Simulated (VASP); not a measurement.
# MgO (kl) (Fm-3m) in VASP: a series of runs

MgO (kl) is run at these levels: LDA; tasks: single point.

All numbers are computed with VASP 6.6.1; they aren't measurements. Logs are shortened: lines on timing, memory, paths and dates and some standing lists are left out, and cuts for length are marked.

**The experiment to reproduce.**

From “Electronic structure of alkaline earth and post-transition metal oxides”, 2009, arxiv:0908.1581, for a bulk crystal of MgO: band gap 7.83 eV.

How close the calculation comes is told below.

### Step 1. The cell of the first run

It takes space group Fm-3m (No. 225, cubic). Conventional cell: a = 4.163 Å, b = 4.163 Å, c = 4.163 Å, α = 90.00°, β = 90.00°, γ = 90.00°. Within 2.8 Å of Mg (site symmetry m-3m) lie 6 O at 2.08 Å. Within 2.8 Å of O (site symmetry m-3m) lie 6 Mg at 2.08 Å.

### Step 2. Single point, LDA

The input, INCAR:

```
PREC = Accurate
ENCUT = 600
EDIFF = 1E-6
ISMEAR = 0
SIGMA = 0.1
LREAL = False
LASPH = True
NELM = 120
ALGO = Normal
ISIF = 2
LWAVE = False
LCHARG = False
GGA = CA
NBANDS = 11
GGA_COMPAT = False
```

The input, KPOINTS:

```
Automatic mesh
0
Gamma
  8 8 8
```

The input, POSCAR:

```
MgO
1.0
    0.0000000000      2.0815711844      2.0815711844
    2.0815711844      0.0000000000      2.0815711844
    2.0815711844      2.0815711844      0.0000000000
Mg O
1 1
Direct
    0.0000000000      0.0000000000      0.0000000000
    0.5000000000      0.5000000000      0.5000000000
```

Potentials or basis: VASP PAW LDA potentials, release 64 (Mg, O).

Command:

```
cat potpaw_LDA.64/Mg/POTCAR potpaw_LDA.64/O/POTCAR > POTCAR
mpirun -np 1 vasp_std > vasp.out
```

OUTCAR:

```text
PREC = Accurate
   ENCUT = 600
   EDIFF = 1E-6
   ISMEAR = 0
   LREAL = False
   LASPH = True
   NELM = 120
   ISIF = 2
   GGA = CA

 ion  position               nearest neighbor table
   1  0.000  0.000  0.000-   2 2.08   2 2.08   2 2.08   2 2.08   2 2.08   2 2.08
   2  0.500  0.500  0.500-   1 2.08   1 2.08   1 2.08   1 2.08   1 2.08   1 2.08

  LATTYP: Found a face centered cubic cell.
 ALAT       =     4.1631423688

  Lattice vectors:

 A1 = (   0.0000000000,   2.0815711844,   2.0815711844)
 A2 = (   2.0815711844,   0.0000000000,   2.0815711844)
 A3 = (   2.0815711844,   2.0815711844,   0.0000000000)

Analysis of symmetry for initial positions (statically):
=====================================================================
 Subroutine PRICEL returns:
 Original cell was already a primitive cell.

 Routine SETGRP: Setting up the symmetry group for a
 face centered cubic supercell.

 Subroutine GETGRP returns: Found 48 space group operations
 (whereof 48 operations were pure point group operations)
 out of a pool of 48 trial point group operations.

The static configuration has the point symmetry O_h .

Analysis of symmetry for dynamics (positions and initial velocities):
=====================================================================
 Subroutine PRICEL returns:
 Original cell was already a primitive cell.

 Routine SETGRP: Setting up the symmetry group for a
 face centered cubic supercell.

 Subroutine GETGRP returns: Found 48 space group operations
 (whereof 48 operations were pure point group operations)
 out of a pool of 48 trial point group operations.

The dynamic configuration has the point symmetry O_h .

 Subroutine INISYM returns: Found 48 space group operations
 (whereof 48 operations are pure point group operations),
 and found     1 'primitive' translations

----------------------------------------------------------------------------------------

                                     Primitive cell

  volume of cell :      18.0386

  direct lattice vectors                    reciprocal lattice vectors
     0.000000000  2.081571184  2.081571184    -0.240203171  0.240203171  0.240203171
     2.081571184  0.000000000  2.081571184     0.240203171 -0.240203171  0.240203171
     2.081571184  2.081571184  0.000000000     0.240203171  0.240203171 -0.240203171

  length of vectors
     2.943786200  2.943786200  2.943786200     0.416044097  0.416044097  0.416044097

  position of ions in fractional coordinates (direct lattice)
     0.000000000  0.000000000  0.000000000
     0.500000000  0.500000000  0.500000000

  ion indices of the primitive-cell ions
   primitive index   ion index
                 1           1
                 2           2

----------------------------------------------------------------------------------------

 KPOINTS: Automatic mesh

Automatic generation of k-mesh.
 Grid dimensions read from file:
 generate k-points for:    8    8    8

 Generating k-lattice:

  Cartesian coordinates                     Fractional coordinates (reciprocal lattice)
    -0.030025396  0.030025396  0.030025396     0.125000000  0.000000000  0.000000000
     0.030025396 -0.030025396  0.030025396     0.000000000  0.125000000  0.000000000
     0.030025396  0.030025396 -0.030025396     0.000000000  0.000000000  0.125000000

  Length of vectors
     0.052005512  0.052005512  0.052005512

  Shift w.r.t. Gamma in fractional coordinates (k-lattice)
     0.000000000  0.000000000  0.000000000

 Subroutine IBZKPT returns following result:
 ===========================================

 Found     29 irreducible k-points:

 Following reciprocal coordinates:
            Coordinates               Weight
  0.000000  0.000000  0.000000      1.000000
  0.125000  0.000000  0.000000      8.000000
  0.250000  0.000000  0.000000      8.000000
  0.375000  0.000000  0.000000      8.000000
  0.500000  0.000000  0.000000      4.000000
  0.125000  0.125000  0.000000      6.000000
[... 16 lines left out ...]
  0.500000  0.250000  0.125000     48.000000
 -0.375000  0.250000  0.125000     24.000000
 [... further k-points ...]
   k-points           NKPTS =     29   k-points in BZ     NKDIM =     29   number of bands    NBANDS=     11
   number of dos      NEDOS =    301   number of ions     NIONS =      2
   total plane-waves  NPLWV =  13824
   dimension x,y,z NGX =    24 NGY =   24 NGZ =   24
   dimension x,y,z NGXF=    48 NGYF=   48 NGZF=   48
   ions per type =               1   1
   NGX,Y,Z   is equivalent  to a cutoff of  13.55, 13.55, 13.55 a.u.
   NGXF,Y,Z  is equivalent  to a cutoff of  27.11, 27.11, 27.11 a.u.
 SYSTEM =  unknown system
   PREC   = accura    normal or accurate (medium, high low for compatibility)
   ISTART =      0    job   : 0-new  1-cont  2-samecut
   ICHARG =      2    charge: 1-file 2-atom 10-const
   ISPIN  =      1    spin polarized calculation?
   LNONCOLLINEAR =      F non collinear calculations
   LSORBIT =      F    spin-orbit coupling
   LASPH  =      T    aspherical Exc in radial PAW
   ENCUT  =  600.0 eV  44.10 Ry    6.64 a.u.   5.88  5.88  5.88*2*pi/ulx,y,z
   NELM   =    120;   NELMIN=  2; NELMDL= -5     # of ELM steps
   EDIFF  = 0.1E-05   stopping-criterion for ELM
   LREAL  =      F    real-space projection
   EDIFFG = 0.1E-04   stopping-criterion for IOM
   NSW    =      0    number of steps for IOM
   IBRION =     -1    ionic relax: 0-MD 1-quasi-New 2-CG
   NFREE  =      0    steps in history (QN), initial steepest desc. (CG)
   ISIF   =      2    stress and relaxation
   ISYM   =      2    0-nonsym 1-usesym 2-fastsym
   POTIM  = 0.5000    time-step for ionic-motion
   TEBEG  =    0.0;   TEEND  =   0.0 temperature during run
   PSTRESS=    0.0 pullay stress
   NELECT =       8.0000    total number of electrons
   NUPDOWN=      -1.0000    fix difference up-down
   EMIN   =  10.00;   EMAX   =-10.00  energy-range for DOS
   EFERMI =   0.00;   METHOD = LEGACY
   ISMEAR =     0;   SIGMA  =   0.10  broadening in eV -4-tet -1-fermi 0-gaus
   EFERMI_NEDOS =   21; number of points for ismear=-14 and -15
   IALGO  =     38    algorithm
   IMIX   =      4    mixing-type and parameters
     AMIX     =   0.40;   BMIX     =  1.00
     AMIX_MAG =   1.60;   BMIX_MAG =  1.00
  volume/ion in A,a.u.               =       9.02        60.87
  Fermi-wavevector in a.u.,A,eV,Ry     =   1.248447  2.359223 21.206323  1.558621
  Thomas-Fermi vector in A             =   2.382533
   LORBIT       =      0    0 simple, 1 ext, 2 COOP (PROOUT), +10 PAW based schemes
   GGA     = CA    functional components
   LHFCALC =     F    Hartree Fock is set to
   AEXX    =    0.0000 exact exchange contribution
   IVDW    =     0    specifies the selected vdW correction
   LEPSILON=     F    determine dielectric tensor
   LRPA    =     F    only Hartree local field effects (RPA)
 non-spin polarized calculation
 Gauss-broadening in eV      SIGMA  =   0.10
  energy-cutoff  :      600.00
  volume of cell :       18.04
 maximum number of plane-waves:       620
   NGX = 11   NGY = 11   NGZ = 11

 number of electron       8.0000001 magnetization

 Free energy of the ion-electron system (eV)
  ---------------------------------------------------
  ext. energy  EPLUGINS =         0.00000000
  ---------------------------------------------------
  free energy    TOTEN  =       -13.44763646 eV

  energy without entropy =      -13.44763646  energy(sigma->0) =      -13.44763646

 E-fermi :   3.6465     XC(G=0): -11.7618

 val. band max:        3.1492435996   @ k =   0.0000   0.0000   0.0000
 cond. band min:       8.1566205386   @ k =   0.0000   0.0000   0.0000
 fundamental gap:      5.0073769391
 Fermi energy:         3.6465334080

 k-point     1 :       0.0000    0.0000    0.0000
  band No.  band energies     occupation
      1     -14.0394      2.00000
      2       3.1492      2.00000
      3       3.1492      2.00000
      4       3.1492      2.00000
      5       8.1566      0.00000
      6      18.8673      0.00000
      7      18.8673      0.00000
      8      18.8673      0.00000
      9      22.9843      0.00000
     10      24.6717      0.00000
     11      24.6717      0.00000

 k-point     2 :       0.1250    0.0000    0.0000
  band No.  band energies     occupation
      1     -13.8589      2.00000
      2       2.1714      2.00000
      3       3.0374      2.00000
      4       3.0374      2.00000
      5       9.0570      0.00000
      6      17.2063      0.00000
      7      19.2463      0.00000
      8      19.2463      0.00000
      9      23.7331      0.00000
     10      23.7331      0.00000
     11      25.2014      0.00000

 k-point     3 :       0.2500    0.0000    0.0000
  band No.  band energies     occupation
      1     -13.3863      2.00000
      2       0.3875      2.00000
      3       2.7800      2.00000
      4       2.7800      2.00000
      5      10.4524      0.00000
      6      15.7231      0.00000
      7      19.7990      0.00000
      8      19.7990      0.00000
      9      23.3396      0.00000
     10      23.3396      0.00000
     11      25.3722      0.00000

 k-point     4 :       0.3750    0.0000    0.0000
  band No.  band energies     occupation
      1     -12.8455      2.00000
      2      -1.1136      2.00000
      3       2.5385      2.00000
      4       2.5385      2.00000
      5      11.0566      0.00000
      6      15.6593      0.00000
      7      19.6686      0.00000
      8      19.6686      0.00000
      9      24.5613      0.00000
     10      24.6679      0.00000
     11      24.6679      0.00000
[... 239 lines left out ...]
 k-point    22 :       0.3750    0.2500    0.1250
  band No.  band energies     occupation
      1     -13.0463      2.00000
      2       0.0098      2.00000
      3       1.9230      2.00000
      4       2.4892      2.00000
      5      11.8741      0.00000
      6      14.5565      0.00000
      7      18.3179      0.00000
      8      20.7890      0.00000
      9      21.2961      0.00000
     10      25.6780      0.00000
     11      29.1922      0.00000

 k-point    23 :       0.5000    0.2500    0.1250
  band No.  band energies     occupation
      1     -12.6189      2.00000
      2      -0.7397      2.00000
      3       1.3141      2.00000
      4       2.2205      2.00000
      5      12.7815      0.00000
      6      14.8453      0.00000
      7      17.1612      0.00000
      8      20.4057      0.00000
      9      22.9188      0.00000
     10      25.6915      0.00000
     11      29.3747      0.00000

 k-point    24 :      -0.3750    0.2500    0.1250
  band No.  band energies     occupation
      1     -12.4269      2.00000
      2      -1.0648      2.00000
      3       1.0968      2.00000
      4       2.0945      2.00000
      5      12.8972      0.00000
      6      15.4767      0.00000
      7      16.7238      0.00000
      8      20.1650      0.00000
      9      23.8140      0.00000
     10      25.3533      0.00000
     11      29.4973      0.00000

 [... further k-points ...]

------------------------ aborting loop because EDIFF is reached ----------------------------------------

  FORCE on cell =-STRESS in cart. coord.  units (eV):
  Direction    XX          YY          ZZ          XY          YZ          ZX
  --------------------------------------------------------------------------------------
  -------------------------------------------------------------------------------------
  Total       -0.2746542     -0.2746542     -0.2746542      0.0000000     -0.0000000      0.0000000
  in kB      -24.3945613    -24.3945613    -24.3945613      0.0000000     -0.0000000      0.0000000
  external PRESSURE =     -24.3945613 kB  Pullay stress =       0.0000000 kB

 VOLUME and BASIS-vectors are now :
 -----------------------------------------------------------------------------
  energy-cutoff  :      600.00
  volume of cell :       18.04
      direct lattice vectors                 reciprocal lattice vectors
     0.000000000  2.081571184  2.081571184    -0.240203171  0.240203171  0.240203171
     2.081571184  0.000000000  2.081571184     0.240203171 -0.240203171  0.240203171
     2.081571184  2.081571184  0.000000000     0.240203171  0.240203171 -0.240203171

 POSITION                                       TOTAL-FORCE (eV/Angst)
 -----------------------------------------------------------------------------------
      0.00000      0.00000      0.00000        -0.000000     -0.000000      0.000000
      2.08157      2.08157      2.08157         0.000000      0.000000      0.000000
 -----------------------------------------------------------------------------------
    total drift:                               -0.000000     -0.000000      0.000000

  FREE ENERGIE OF THE ION-ELECTRON SYSTEM (eV)
  ---------------------------------------------------
  free  energy   TOTEN  =       -13.4476364644 eV

  energy  without entropy=      -13.4476364644  energy(sigma->0) =      -13.44763646
```

Run time: 5.6 s. Hardware: 1 thread of Intel Xeon 8259CL, shared host; peak memory 0.13 GiB.

What came out:

| Quantity | Value |
| --- | --- |
| Free energy | -13.4476 eV |
| Pressure | -2.4 GPa |
| Band gap on the k mesh | 5.01 eV, direct |

### Step 3. Single point, LDA

This run uses another cell than the first one, of 8.99 Å³/atom, 0.997 times its volume.

The input, INCAR:

```
SYSTEM = MgO
PREC = Accurate
ENCUT = 600
EDIFF = 1E-6
ISMEAR = 0
SIGMA = 0.02
LREAL = .FALSE.
LASPH = .TRUE.
NELM = 120
ALGO = Normal
ISIF = 2
LWAVE = .FALSE.
LCHARG = .FALSE.
GGA = CA
NBANDS = 11
GGA_COMPAT = .FALSE.
```

The input, KPOINTS:

```
Automatic mesh
0
G
  10 10 10
  0 0 0
```

The input, POSCAR:

```
MgO
1.0
    0.0000000000      2.0795506197      2.0795506197
    2.0795506197      0.0000000000      2.0795506197
    2.0795506197      2.0795506197      0.0000000000
Mg O
1 1
Direct
    0.0000000000      0.0000000000      0.0000000000
    0.5000000000      0.5000000000      0.5000000000
```

Potentials or basis: VASP PAW LDA potentials, release 64 (Mg, O).

Command:

```
cat potpaw_LDA.64/Mg/POTCAR potpaw_LDA.64/O/POTCAR > POTCAR
mpirun -np 1 vasp_std > vasp.out
```

Run time: 9.8 s. Hardware: 1 thread of Intel Xeon 8259CL, shared host; peak memory 0.13 GiB.

Results (log left out):

| Quantity | Value |
| --- | --- |
| Free energy | -13.4483 eV |
| Pressure | -1.9 GPa |
| Band gap on the k mesh | 5.04 eV, direct |

Levels at points of the mesh, in eV from the valence-band top:
```csv
k point,band 1,band 2,band 3,band 4,band 5,band 6,band 7,band 8,band 9
"(0.00, 0.00, 0.00)",-17.20,0.00,0.00,0.00,5.04,15.73,15.73,15.73,19.86
"(0.50, 0.00, 0.00)",-15.75,-4.87,-0.71,-0.71,7.97,12.83,16.39,16.39,21.13
"(0.50, 0.50, 0.00)",-15.47,-4.31,-1.43,-1.43,8.93,10.12,13.30,19.21,19.21
```

### Step 4. Comparison with measurements

Step 2. A measured gap of MgO is 7.83 eV (quoted in “Electronic structure of alkaline earth and post-transition metal oxides”, 2009, arxiv:0908.1581); the calculated 5.01 eV misses it by -2.82 eV. The value is that of LDA, without temperature or zero-point motion. Semilocal functionals fall short of measured gaps as a rule.

Step 3. Measured gap of MgO: 7.83 eV (quoted in “Electronic structure of alkaline earth and post-transition metal oxides”, 2009, arxiv:0908.1581). This calculation gives 5.04 eV (-2.79 eV). The value is that of LDA, without temperature or zero-point motion. Semilocal functionals fall short of measured gaps as a rule.
